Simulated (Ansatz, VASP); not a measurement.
**Two plane-wave programs on RbBr**

Contents of INCAR:

```
PREC     = Accurate       # precision mode
ENCUT    = 520            # plane-wave cutoff, eV
EDIFF    = 1E-6           # SCF threshold, eV
ISMEAR   = 0              # smearing method
SIGMA    = 0.05           # smearing width, eV
LREAL    = F              # projectors in reciprocal space
LASPH    = T              # aspherical terms in the spheres
NELM     = 100            # most SCF steps
ALGO     = Normal         # electronic algorithm
ISIF     = 2              # what is computed and relaxed
LWAVE    = F              # write WAVECAR
LCHARG   = F              # write CHGCAR
GGA      = PE             # functional
NBANDS   = 15             # bands
```

The input KPOINTS:

```
Automatic mesh
0
Gamma
  6 6 6
```

POSCAR

```
RbBr
1.0
    4.1929021031      0.0000000000      0.0000000000
    0.0000000000      4.1929021031      0.0000000000
    0.0000000000      0.0000000000      4.1929021031
Rb Br
1 1
Direct
   -0.0231445439      0.0000000000      0.0000000000
    0.5247561230      0.5000000000      0.5000000000
```

Input for Ansatz:

```yaml
crystal:
  lattice:
    - [4.1929021031, 0.0, 0.0]
    - [0.0, 4.1929021031, 0.0]
    - [0.0, 0.0, 4.1929021031]
  atoms:
    - { symbol: Rb, position: [-0.0231445439, 0.0, 0.0] }
    - { symbol: Br, position: [0.524756123, 0.5, 0.5] }
basis:
  ecutwfc: 420
kpoints:
  mp_grid: { grid: [6, 6, 6] }
hamiltonian:
  xc: pbe
  pseudopotentials: { kind: paw }
scf:
  occupations: { method: gaussian, width: 0.05 }
output:
  forces: true
  stress: true
  eigenvalues: true
```

Change from the starting cell: mode 4 frozen in at -0.104 Å, equal normal strain along x and y +0.0000.

Alike in both runs: task single point; functional PBE; k mesh 6 × 6 × 6; occupations gaussian, width 0.05 eV; no spin polarisation.

|  | VASP | Ansatz |
| --- | --- | --- |
| version | VASP 6.6.1 | Ansatz 0.2.0 |
| potentials or method | VASP PAW PBE potentials, release 64 (Rb_sv, Br), cutoff 520 eV | scalar-relativistic, plane waves, PAW |
| valence electrons in the cell | 16 | 16 |

Ansatz gave:

- gap on the k mesh at the Fermi level (eV): 3.94
- least direct gap on the mesh (eV): 4.09
- pressure (GPa): 0.2
- rms of the force components (eV/Å): 0.070

**Question.** Which values does VASP return?

**Answer.** gap on the k mesh at the Fermi level (eV): 3.94; least direct gap on the mesh (eV): 4.09; pressure (GPa): 0.2; rms of the force components (eV/Å): 0.071.

Atom by atom the forces differ by 0.001 eV/Å (rms over components).
